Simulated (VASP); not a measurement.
# Si3N4 (Fd-3m) in VASP: single point with r2SCAN

Aim: the single point of Si3N4 with r2SCAN.

All numbers are computed with VASP 6.6.1; they aren't measurements. Logs are shortened: lines on timing, memory, paths and dates and some standing lists are left out, and cuts for length are marked.

## Step 1: The cell of the first run

Symmetry: Fd-3m, No. 227, cubic system. Conventional cell: a = 7.730 Å, b = 7.730 Å, c = 7.730 Å, α = 90.00°, β = 90.00°, γ = 90.00°. Within 2.5 Å of Si (site symmetry -3m) lie 6 N at 1.88 Å. Si (site symmetry -43m) has 4 N at 1.77 Å within 2.4 Å. N (site symmetry 3m) has 4 Si at 1.77 to 1.88 Å within 2.4 Å.

## Step 2: Single point, r2SCAN

Contents of POSCAR:

```
Si3N4
1.0
    0.0000000000      3.8650419663      3.8650419663
    3.8650419663      0.0000000000      3.8650419663
    3.8650419663      3.8650419663      0.0000000000
Si N
6 8
Direct
    0.6250000000      0.6250000000      0.6250000000
    0.1250000000      0.6250000000      0.6250000000
    0.6250000000      0.6250000000      0.1250000000
    0.6250000000      0.1250000000      0.6250000000
    0.0000000000      0.0000000000      0.0000000000
    0.2500000000      0.2500000000      0.2500000000
    0.3824291088      0.3824291088      0.3824291088
    0.3972873264      0.8675708912      0.8675708912
    0.3824291088      0.3824291088      0.8527126736
    0.8675708912      0.3972873264      0.8675708912
    0.8527126736      0.3824291088      0.3824291088
    0.8675708912      0.8675708912      0.8675708912
    0.3824291088      0.8527126736      0.3824291088
    0.8675708912      0.8675708912      0.3972873264
```

Contents of INCAR.step1:

```
  PREC = Accurate
  ENCUT = 520
  ISMEAR = 1
  SIGMA = 0.2814
  LREAL = F
  LASPH = T
  NELM = 80
  NBANDS = 45
  GGA = PE
  ALGO = Normal
  EDIFF = 1E-4
  LWAVE = T
  LCHARG = F
```

Contents of INCAR.step2:

```
  PREC = Accurate
  ENCUT = 520
  EDIFF = 1E-6
  ISMEAR = 1
  SIGMA = 0.2814
  LREAL = F
  LASPH = T
  NELM = 80
  ALGO = Normal
  ISIF = 2
  LWAVE = F
  LCHARG = F
  METAGGA = R2SCAN
  LMIXTAU = T
  NBANDS = 45
  ISTART = 1
```

Contents of KPOINTS:

```
Automatic mesh
0
Gamma
  6 6 6
```

Potentials or basis: VASP PAW PBE potentials, release 64 (Si, N).

The run is started by

```console
$ cat potpaw_PBE.64/Si/POTCAR potpaw_PBE.64/N/POTCAR > POTCAR
$ cp INCAR.step1 INCAR
$ mpirun -np 1 vasp_std > vasp.out
$ cp INCAR.step2 INCAR
$ mpirun -np 1 vasp_std > vasp.out
```

OUTCAR:

```text
PREC = Accurate
   ENCUT = 520
   EDIFF = 1E-6
   ISMEAR = 1
   LREAL = F
   LASPH = T
   NELM = 80
   ISIF = 2
   METAGGA = R2SCAN
   ISTART = 1

 ion  position               nearest neighbor table
   1  0.625  0.625  0.625-   8 1.88   9 1.88  10 1.88  11 1.88  13 1.88  14 1.88   2 2.73   3 2.73
                             4 2.73   3 2.73   4 2.73   2 2.73
   2  0.125  0.625  0.625-   9 1.88  10 1.88  13 1.88  14 1.88   7 1.88  12 1.88   1 2.73   3 2.73
                             4 2.73   1 2.73   3 2.73   4 2.73
   3  0.625  0.625  0.125-   8 1.88  10 1.88  11 1.88  13 1.88  12 1.88   7 1.88   1 2.73   1 2.73
                             2 2.73   4 2.73   4 2.73   2 2.73
   4  0.625  0.125  0.625-   8 1.88   9 1.88  11 1.88  14 1.88  12 1.88   7 1.88   1 2.73   3 2.73
                             1 2.73   2 2.73   3 2.73   2 2.73
   5  0.000  0.000  0.000-  12 1.77  10 1.77   8 1.77  14 1.77
   6  0.250  0.250  0.250-   7 1.77   9 1.77  11 1.77  13 1.77
   7  0.382  0.382  0.382-   6 1.77   3 1.88   4 1.88   2 1.88
   8  0.397  0.868  0.868-   5 1.77   4 1.88   3 1.88   1 1.88
   9  0.382  0.382  0.853-   6 1.77   4 1.88   2 1.88   1 1.88
  10  0.868  0.397  0.868-   5 1.77   3 1.88   2 1.88   1 1.88
  11  0.853  0.382  0.382-   6 1.77   4 1.88   3 1.88   1 1.88
  12  0.868  0.868  0.868-   5 1.77   3 1.88   4 1.88   2 1.88
  13  0.382  0.853  0.382-   6 1.77   3 1.88   2 1.88   1 1.88
  14  0.868  0.868  0.397-   5 1.77   4 1.88   2 1.88   1 1.88

  LATTYP: Found a face centered cubic cell.
 ALAT       =     7.7300839326

  Lattice vectors:

 A1 = (   0.0000000000,   3.8650419663,   3.8650419663)
 A2 = (   3.8650419663,   0.0000000000,   3.8650419663)
 A3 = (   3.8650419663,   3.8650419663,   0.0000000000)

Analysis of symmetry for initial positions (statically):
=====================================================================
 Subroutine PRICEL returns:
 Original cell was already a primitive cell.

 Routine SETGRP: Setting up the symmetry group for a
 face centered cubic supercell.

 Subroutine GETGRP returns: Found 48 space group operations
 (whereof 24 operations were pure point group operations)
 out of a pool of 48 trial point group operations.

The static configuration has the point symmetry T_d .
 The point group associated with its full space group is O_h .

Analysis of symmetry for dynamics (positions and initial velocities):
=====================================================================
 Subroutine PRICEL returns:
 Original cell was already a primitive cell.

 Routine SETGRP: Setting up the symmetry group for a
 face centered cubic supercell.

 Subroutine GETGRP returns: Found 48 space group operations
 (whereof 24 operations were pure point group operations)
 out of a pool of 48 trial point group operations.

The dynamic configuration has the point symmetry T_d .
 The point group associated with its full space group is O_h .

 Subroutine INISYM returns: Found 48 space group operations
 (whereof 24 operations are pure point group operations),
 and found     1 'primitive' translations

----------------------------------------------------------------------------------------

                                     Primitive cell

  volume of cell :     115.4762

  direct lattice vectors                    reciprocal lattice vectors
     0.000000000  3.865041966  3.865041966    -0.129364701  0.129364701  0.129364701
     3.865041966  0.000000000  3.865041966     0.129364701 -0.129364701  0.129364701
     3.865041966  3.865041966  0.000000000     0.129364701  0.129364701 -0.129364701

  length of vectors
     5.465994768  5.465994768  5.465994768     0.224066236  0.224066236  0.224066236

  position of ions in fractional coordinates (direct lattice)
     0.625000000  0.625000000  0.625000000
     0.125000000  0.625000000  0.625000000
     0.625000000  0.625000000  0.125000000
     0.625000000  0.125000000  0.625000000
     0.000000000  0.000000000  0.000000000
     0.250000000  0.250000000  0.250000000
     0.382429109  0.382429109  0.382429109
     0.397287326  0.867570891  0.867570891
[... 31 lines left out ...]

 Generating k-lattice:

  Cartesian coordinates                     Fractional coordinates (reciprocal lattice)
    -0.021560784  0.021560784  0.021560784     0.166666667  0.000000000  0.000000000
     0.021560784 -0.021560784  0.021560784     0.000000000  0.166666667  0.000000000
     0.021560784  0.021560784 -0.021560784     0.000000000  0.000000000  0.166666667

  Length of vectors
     0.037344373  0.037344373  0.037344373

  Shift w.r.t. Gamma in fractional coordinates (k-lattice)
     0.000000000  0.000000000  0.000000000

 Subroutine IBZKPT returns following result:
 ===========================================

 Found     16 irreducible k-points:

 Following reciprocal coordinates:
            Coordinates               Weight
  0.000000  0.000000  0.000000      1.000000
  0.166667  0.000000  0.000000      8.000000
  0.333333  0.000000  0.000000      8.000000
  0.500000  0.000000  0.000000      4.000000
  0.166667  0.166667  0.000000      6.000000
  0.333333  0.166667  0.000000     24.000000
[... 8 lines left out ...]
 -0.333333  0.333333  0.166667     24.000000
 -0.333333  0.500000  0.166667     12.000000
   k-points           NKPTS =     16   k-points in BZ     NKDIM =     16   number of bands    NBANDS=     45
   number of dos      NEDOS =    301   number of ions     NIONS =     14
   total plane-waves  NPLWV =  74088
   dimension x,y,z NGX =    42 NGY =   42 NGZ =   42
   dimension x,y,z NGXF=    84 NGYF=   84 NGZF=   84
   ions per type =               6   8
   NGX,Y,Z   is equivalent  to a cutoff of  12.77, 12.77, 12.77 a.u.
   NGXF,Y,Z  is equivalent  to a cutoff of  25.55, 25.55, 25.55 a.u.
 SYSTEM =  unknown system
   PREC   = accura    normal or accurate (medium, high low for compatibility)
   ISTART =      1    job   : 0-new  1-cont  2-samecut
   ICHARG =      0    charge: 1-file 2-atom 10-const
   ISPIN  =      1    spin polarized calculation?
   LNONCOLLINEAR =      F non collinear calculations
   LSORBIT =      F    spin-orbit coupling
   LASPH  =      T    aspherical Exc in radial PAW
   ENCUT  =  520.0 eV  38.22 Ry    6.18 a.u.  10.16 10.16 10.16*2*pi/ulx,y,z
   NELM   =     80;   NELMIN=  2; NELMDL=  0     # of ELM steps
   EDIFF  = 0.1E-05   stopping-criterion for ELM
   LREAL  =      F    real-space projection
   EDIFFG = 0.1E-04   stopping-criterion for IOM
   NSW    =      0    number of steps for IOM
   IBRION =     -1    ionic relax: 0-MD 1-quasi-New 2-CG
   NFREE  =      0    steps in history (QN), initial steepest desc. (CG)
   ISIF   =      2    stress and relaxation
   ISYM   =      2    0-nonsym 1-usesym 2-fastsym
   POTIM  = 0.5000    time-step for ionic-motion
   TEBEG  =    0.0;   TEEND  =   0.0 temperature during run
   PSTRESS=    0.0 pullay stress
   NELECT =      64.0000    total number of electrons
   NUPDOWN=      -1.0000    fix difference up-down
   EMIN   =  10.00;   EMAX   =-10.00  energy-range for DOS
   EFERMI =   0.00;   METHOD = LEGACY
   ISMEAR =     1;   SIGMA  =   0.28  broadening in eV -4-tet -1-fermi 0-gaus
   EFERMI_NEDOS =   21; number of points for ismear=-14 and -15
   IALGO  =     38    algorithm
   IMIX   =      4    mixing-type and parameters
     AMIX     =   0.40;   BMIX     =  1.00
     AMIX_MAG =   1.60;   BMIX_MAG =  1.00
  volume/ion in A,a.u.               =       8.25        55.66
  Fermi-wavevector in a.u.,A,eV,Ry     =   1.344737  2.541184 24.603646  1.808317
  Thomas-Fermi vector in A             =   2.472706
   LORBIT       =      0    0 simple, 1 ext, 2 COOP (PROOUT), +10 PAW based schemes
   METAGGA = R2SCAN    functional components
   LHFCALC =     F    Hartree Fock is set to
   AEXX    =    0.0000 exact exchange contribution
   IVDW    =     0    specifies the selected vdW correction
   LEPSILON=     F    determine dielectric tensor
   LRPA    =     F    only Hartree local field effects (RPA)
 non-spin polarized calculation
 Methfessel and Paxton  Order N= 1 SIGMA  =   0.28
  energy-cutoff  :      520.00
  volume of cell :      115.48
 maximum number of plane-waves:      3138
 NGX is ok and might be reduce to    42
   NGX = 21   NGY = 21   NGZ = 21

 number of electron      64.0000005 magnetization

 Free energy of the ion-electron system (eV)
  ---------------------------------------------------
  ext. energy  EPLUGINS =         0.00000000
  ---------------------------------------------------
  free energy    TOTEN  =      -141.81986280 eV

  energy without entropy =     -141.84251501  energy(sigma->0) =     -141.82741354

 E-fermi :   9.2800     XC(G=0): -12.9484

 val. band max:        9.1778496613   @ k =  -0.1667   0.1667   0.0000
 cond. band min:      13.2062090379   @ k =   0.0000   0.0000   0.0000
 fundamental gap:      4.0283593765
 Fermi energy:         9.2800015455

 k-point     1 :       0.0000    0.0000    0.0000
  band No.  band energies     occupation
      1     -10.7001      2.00000
      2      -7.3255      2.00000
      3      -6.3962      2.00000
      4      -6.3962      2.00000
      5      -6.3962      2.00000
      6      -5.3800      2.00000
[... 741 lines left out ...]
     43      19.9753      0.00000
     44      19.9753      0.00000
 [bands above 44 left out]

------------------------ aborting loop because EDIFF is reached ----------------------------------------

  FORCE on cell =-STRESS in cart. coord.  units (eV):
  Direction    XX          YY          ZZ          XY          YZ          ZX
  --------------------------------------------------------------------------------------
  -------------------------------------------------------------------------------------
  Total        0.0801441      0.0801441      0.0801441     -0.0000000      0.0000000      0.0000000
  in kB        1.1119608      1.1119608      1.1119608     -0.0000000      0.0000000      0.0000000
  external PRESSURE =       1.1119608 kB  Pullay stress =       0.0000000 kB

 VOLUME and BASIS-vectors are now :
 -----------------------------------------------------------------------------
  energy-cutoff  :      520.00
  volume of cell :      115.48
      direct lattice vectors                 reciprocal lattice vectors
     0.000000000  3.865041966  3.865041966    -0.129364701  0.129364701  0.129364701
     3.865041966  0.000000000  3.865041966     0.129364701 -0.129364701  0.129364701
     3.865041966  3.865041966  0.000000000     0.129364701  0.129364701 -0.129364701

 POSITION                                       TOTAL-FORCE (eV/Angst)
 -----------------------------------------------------------------------------------
      4.83130      4.83130      4.83130         0.000000      0.000000      0.000000
      4.83130      2.89878      2.89878         0.000000      0.000000      0.000000
      2.89878      2.89878      4.83130         0.000000      0.000000      0.000000
      2.89878      4.83130      2.89878         0.000000      0.000000      0.000000
      0.00000      0.00000      0.00000         0.000000      0.000000      0.000000
      1.93252      1.93252      1.93252         0.000000      0.000000      0.000000
      2.95621      2.95621      2.95621        -0.011994     -0.011994     -0.011994
      6.70640      4.88873      4.88873         0.011994     -0.011994     -0.011994
      4.77387      4.77387      2.95621         0.011994      0.011994     -0.011994
      4.88873      6.70640      4.88873        -0.011994      0.011994     -0.011994
      2.95621      4.77387      4.77387        -0.011994      0.011994      0.011994
      6.70640      6.70640      6.70640         0.011994      0.011994      0.011994
      4.77387      2.95621      4.77387         0.011994     -0.011994      0.011994
      4.88873      4.88873      6.70640        -0.011994     -0.011994      0.011994
 -----------------------------------------------------------------------------------
    total drift:                               -0.000000     -0.000000      0.000000

  FREE ENERGIE OF THE ION-ELECTRON SYSTEM (eV)
  ---------------------------------------------------
  free  energy   TOTEN  =      -141.8198628019 eV

  energy  without entropy=     -141.8425150105  energy(sigma->0) =     -141.82741354
```

Wall time 5.5 min (1 thread of AMD EPYC 7R13 (Zen 3), shared host); peak memory 0.27 GiB.

What came out:

- Free energy: -141.8199 eV
- Pressure: 0.1 GPa
- Largest force: 0.021 eV/Å
- Band gap on the k mesh: 4.03 eV, indirect (least direct gap 4.05 eV)

Forces in eV/Å, atoms in the order of the input:
```
Si   0.000  0.000  0.000
Si   0.000  0.000  0.000
Si   0.000  0.000  0.000
Si   0.000  0.000  0.000
Si   0.000  0.000  0.000
Si   0.000  0.000  0.000
N   -0.012 -0.012 -0.012
N    0.012 -0.012 -0.012
N    0.012  0.012 -0.012
N   -0.012  0.012 -0.012
N   -0.012  0.012  0.012
N    0.012  0.012  0.012
N    0.012 -0.012  0.012
N   -0.012 -0.012  0.012
```

Caveat: the PAW data sets were made with another functional, which shifts forces and pressure a little. A k mesh can miss the band edges.
